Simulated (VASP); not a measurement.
# TaNbO (I-4m2) in VASP: notebook

TaNbO is run at these levels: PBE; tasks: single point.

Everything below comes from runs of VASP 6.6.1. Logs are shortened: lines on timing, memory, paths and dates and some standing lists are left out, and cuts for length are marked.

## 1. The cell of the first run

It takes space group I-4m2 (No. 119, tetragonal). Conventional cell: a = 5.232 Å, b = 5.232 Å, c = 3.893 Å, α = 90.00°, β = 90.00°, γ = 90.00°. Ta (site symmetry -4m2) has 2 O at 1.95 Å within 2.6 Å. Within 3.7 Å of Nb (site symmetry -4m2) lie 4 O at 2.79 Å and 4 Ta at 2.79 Å. Within 2.6 Å of O (site symmetry -4m2) lie 2 Ta at 1.95 Å.

## 2. Single point, PBE, collinear spin, ferromagnetic start

INCAR

```
  PREC = Accurate
  ENCUT = 520
  EDIFF = 1E-6
  ISMEAR = 0
  SIGMA = 0.1
  LREAL = F
  LASPH = T
  NELM = 150
  ALGO = Normal
  ISIF = 2
  LWAVE = F
  LCHARG = F
  ISPIN = 2
  MAGMOM = 1 0 0
  LORBIT = 11
  LMAXMIX = 4
  GGA = PE
  NBANDS = 26
```

KPOINTS

```
regular mesh
0
Gamma
  6 6 6
```

POSCAR

```
TaNbO
1.0
   -2.6158458931      2.6158458931      1.9464112778
    2.6158458931     -2.6158458931      1.9464112778
    2.6158458931      2.6158458931     -1.9464112778
Ta Nb O
1 1 1
Direct
    0.2500000000      0.7500000000      0.5000000000
    0.5000000000      0.5000000000      0.0000000000
    0.7500000000      0.2500000000      0.5000000000
```

Potentials or basis: VASP PAW PBE potentials, release 64 (Ta_pv, Nb_sv, O).

The run is started by

```bash
cat potpaw_PBE.64/Ta_pv/POTCAR potpaw_PBE.64/Nb_sv/POTCAR potpaw_PBE.64/O/POTCAR > POTCAR
mpirun -np 1 vasp_std > vasp.out
```

OUTCAR:

```text
PREC = Accurate
   ENCUT = 520
   EDIFF = 1E-6
   ISMEAR = 0
   LREAL = F
   LASPH = T
   NELM = 150
   ISIF = 2
   ISPIN = 2
   LORBIT = 11
   GGA = PE

 ion  position               nearest neighbor table
   1  0.250  0.750  0.500-   3 1.95   3 1.95   2 2.79   2 2.79   2 2.79   2 2.79
   2  0.500  0.500  0.000-   1 2.79   1 2.79   1 2.79   1 2.79
   3  0.750  0.250  0.500-   1 1.95   1 1.95

  LATTYP: Found a body centered tetragonal cell.
 ALAT       =     5.2316917862
 C/A-ratio  =     0.7440848419

  Lattice vectors:

 A1 = (  -2.6158458931,   2.6158458931,   1.9464112778)
 A2 = (   2.6158458931,  -2.6158458931,   1.9464112778)
 A3 = (   2.6158458931,   2.6158458931,  -1.9464112778)

Analysis of symmetry for initial positions (statically):
=====================================================================
 Subroutine PRICEL returns:
 Original cell was already a primitive cell.

 Routine SETGRP: Setting up the symmetry group for a
 body centered tetragonal supercell.

 Subroutine GETGRP returns: Found  8 space group operations
 (whereof  8 operations were pure point group operations)
 out of a pool of 16 trial point group operations.

The static configuration has the point symmetry D_2d.

Analysis of symmetry for dynamics (positions and initial velocities):
=====================================================================
 Subroutine PRICEL returns:
 Original cell was already a primitive cell.

 Routine SETGRP: Setting up the symmetry group for a
 body centered tetragonal supercell.

 Subroutine GETGRP returns: Found  8 space group operations
 (whereof  8 operations were pure point group operations)
 out of a pool of 16 trial point group operations.

The dynamic configuration has the point symmetry D_2d.

Analysis of structural, dynamic, and magnetic symmetry:
=====================================================================
 Subroutine PRICEL returns:
 Original cell was already a primitive cell.

 Routine SETGRP: Setting up the symmetry group for a
 body centered tetragonal supercell.

 Subroutine GETGRP returns: Found  8 space group operations
 (whereof  8 operations were pure point group operations)
 out of a pool of 16 trial point group operations.

The overall configuration has the point symmetry D_2d.

 Subroutine INISYM returns: Found  8 space group operations
 (whereof  8 operations are pure point group operations),
 and found     1 'primitive' translations
[... 119 lines left out ...]
  Fermi-wavevector in a.u.,A,eV,Ry     =   1.351893  2.554707 24.866203  1.827614
  Thomas-Fermi vector in A             =   2.479277
   LORBIT       =     11    0 simple, 1 ext, 2 COOP (PROOUT), +10 PAW based schemes
   GGA     = PE    functional components
   LHFCALC =     F    Hartree Fock is set to
   AEXX    =    0.0000 exact exchange contribution
   IVDW    =     0    specifies the selected vdW correction
   LEPSILON=     F    determine dielectric tensor
   LRPA    =     F    only Hartree local field effects (RPA)
 spin polarized calculation
 Gauss-broadening in eV      SIGMA  =   0.10
  energy-cutoff  :      520.00
  volume of cell :       53.27
 maximum number of plane-waves:      1446
   NGX = 15   NGY = 15   NGZ = 15

 number of electron      29.9999998 magnetization       0.0011732

 Free energy of the ion-electron system (eV)
  ---------------------------------------------------
  ext. energy  EPLUGINS =         0.00000000
  ---------------------------------------------------
  free energy    TOTEN  =       -26.80750646 eV

  energy without entropy =      -26.78948921  energy(sigma->0) =      -26.79849783

 E-fermi :   6.3716     XC(G=0): -11.1953

 val. band max:        6.3701524852   @ k =  -0.1667   0.1667   0.1667
 cond. band min:       6.3953434365   @ k =   0.5000   0.3333  -0.0000
 fundamental gap:      0.0251909513
 Fermi energy:         6.3715919116

 spin component 1

 k-point     1 :       0.0000    0.0000    0.0000
  band No.  band energies     occupation
      1     -48.7272      1.00000
      2     -28.5740      1.00000
      3     -28.1436      1.00000
      4     -28.1436      1.00000
      5     -24.7659      1.00000
      6     -24.7659      1.00000
[... 685 lines left out ...]
     25      15.7187      0.00000
     26      18.8795      0.00000

 [... further k-points ...]

 spin component 2

 k-point     1 :       0.0000    0.0000    0.0000
  band No.  band energies     occupation
      1     -48.7267      1.00000
      2     -28.5737      1.00000
      3     -28.1432      1.00000
      4     -28.1432      1.00000
      5     -24.7653      1.00000
      6     -24.7653      1.00000
[... 685 lines left out ...]
     25      15.7189      0.00000
     26      18.8793      0.00000

 [... further k-points ...]

------------------------ aborting loop because EDIFF is reached ----------------------------------------

  FORCE on cell =-STRESS in cart. coord.  units (eV):
  Direction    XX          YY          ZZ          XY          YZ          ZX
  --------------------------------------------------------------------------------------
  -------------------------------------------------------------------------------------
  Total       -0.0141338     -0.0141338      0.2450114      0.0000000     -0.0000000      0.0000000
  in kB       -0.4250591     -0.4250591      7.3684803      0.0000000     -0.0000000      0.0000000
  external PRESSURE =       2.1727874 kB  Pullay stress =       0.0000000 kB

 VOLUME and BASIS-vectors are now :
 -----------------------------------------------------------------------------
  energy-cutoff  :      520.00
  volume of cell :       53.27
      direct lattice vectors                 reciprocal lattice vectors
    -2.615845893  2.615845893  1.946411278     0.000000000  0.191142759  0.256883016
     2.615845893 -2.615845893  1.946411278     0.191142759  0.000000000  0.256883016
     2.615845893  2.615845893 -1.946411278     0.191142759  0.191142759  0.000000000

 POSITION                                       TOTAL-FORCE (eV/Angst)
 -----------------------------------------------------------------------------------
      2.61585     -0.00000      0.97321         0.000000     -0.000000     -0.000000
      0.00000      0.00000      1.94641        -0.000000      0.000000      0.000000
     -0.00000      2.61585      0.97321        -0.000000      0.000000      0.000000
 -----------------------------------------------------------------------------------
    total drift:                               -0.000000      0.000000      0.000000

  FREE ENERGIE OF THE ION-ELECTRON SYSTEM (eV)
  ---------------------------------------------------
  free  energy   TOTEN  =       -26.8075064552 eV

  energy  without entropy=      -26.7894892099  energy(sigma->0) =      -26.79849783

 total charge

# of ion       s       p       d       tot
------------------------------------------
    1        0.420   6.162   2.413   8.995
    2        2.175   5.935   2.538  10.649
    3        1.593   3.442   0.000   5.035
--------------------------------------------------
tot          4.188  15.538   4.952  24.679

 magnetization (x)

# of ion       s       p       d       tot
------------------------------------------
    1        0.000   0.000   0.000   0.000
    2        0.000   0.000   0.001   0.001
    3        0.000  -0.000   0.000   0.000
--------------------------------------------------
tot          0.000   0.000   0.001   0.001
```

stdout:

```text
POSCAR found type information on POSCAR TaNbO
 POSCAR found :  3 types and       3 ions
 scaLAPACK will be used
 LDA part: xc-table for (Slater+PW92), standard interpolation
 POSCAR, INCAR and KPOINTS ok, starting setup
 FFT: planning ... GRIDC
 FFT: planning ... GRID_SOFT
 FFT: planning ... GRID
 WAVECAR not read
 entering main loop
```

Wall time 56 s (1 thread of Intel Xeon 6975P-C, shared host); peak memory 0.24 GiB.

What came out:

| Item | Value |
| --- | --- |
| Free energy | -26.8075 eV |
| Pressure | 0.2 GPa |
| Band gap on the k mesh | zero (filled and empty bands overlap) |
| Net moment | 0.00 μB per cell |
| Valence electrons inside the program's atomic spheres | Ta 8.99; Nb 10.65; O 5.04 |

Stress tensor (GPa, compression positive):
```
-0.04  0.00  0.00
 0.00 -0.04  0.00
 0.00  0.00  0.74
```

Caveat: spin-orbit coupling is left out, which moves the levels of the heavy elements.

## 3. Single point, PBE

INCAR

```
SYSTEM = TaNbO
PREC     = Accurate       ! precision mode
ENCUT    = 520            ! plane-wave cutoff, eV
EDIFF    = 1E-6           ! SCF threshold, eV
ISMEAR   = 0              ! smearing method
SIGMA    = 0.1            ! smearing width, eV
LREAL    = .FALSE.        ! projectors in reciprocal space
LASPH    = .TRUE.         ! aspherical terms in the spheres
NELM     = 100            ! most SCF steps
ALGO     = Normal         ! electronic algorithm
ISIF     = 2              ! what is computed and relaxed
LWAVE    = .FALSE.        ! write WAVECAR
LCHARG   = .FALSE.        ! write CHGCAR
GGA      = PE             ! functional
NBANDS   = 22             ! bands
```

KPOINTS

```
Automatic mesh
0
G
  14 14 14
  0 0 0
```

POSCAR

```
TaNbO
1.0
   -2.6147994424      2.6147994424      1.9463571285
    2.6147994424     -2.6147994424      1.9463571285
    2.6147994424      2.6147994424     -1.9463571285
Ta Nb O
1 1 1
Direct
    0.2500000000      0.7500000000      0.5000000000
    0.5000000000      0.5000000000      0.0000000000
    0.7500000000      0.2500000000      0.5000000000
```

Potentials or basis: VASP PAW PBE potentials, release 64 (Ta_pv, Nb_sv, O).

The run is started by

```bash
cat potpaw_PBE.64/Ta_pv/POTCAR potpaw_PBE.64/Nb_sv/POTCAR potpaw_PBE.64/O/POTCAR > POTCAR
mpirun -np 1 vasp_std > vasp.out
```

It took 2.9 min on 1 thread of Intel Xeon 6975P-C, shared host; peak memory 0.42 GiB.

Results (log left out):

```yaml
Free_energy: -26.8131 eV
Pressure: 0.2 GPa
Band_gap_on_the_k_mesh: zero (band 15 reaches 7.25 eV, above the bottom of band 16 at 5.83 eV)
```

Stress tensor (GPa, compression positive):
```
-0.12  0.00  0.00
 0.00 -0.12  0.00
 0.00  0.00  0.79
```

Levels at points of the mesh, in eV from the Fermi level:
```
           k point  band 12  band 13  band 14  band 15  band 16  band 17  band 18  band 19
(0.00, 0.00, 0.00)    -4.42    -3.17    -1.61    -0.12     0.16     0.16     0.74     0.74
(0.50, 0.00, 0.00)    -2.47    -1.49    -1.22     0.31     0.64     1.28     1.86     2.23
(0.50, 0.50, 0.00)    -2.32    -2.28    -0.83    -0.59    -0.57     0.14     0.74     2.87
(0.50, 0.50, 0.50)    -2.33    -1.72    -0.16     0.85     0.85     1.05     1.26     1.26
```

Caveat: spin-orbit coupling is left out, which moves the levels of the heavy elements.
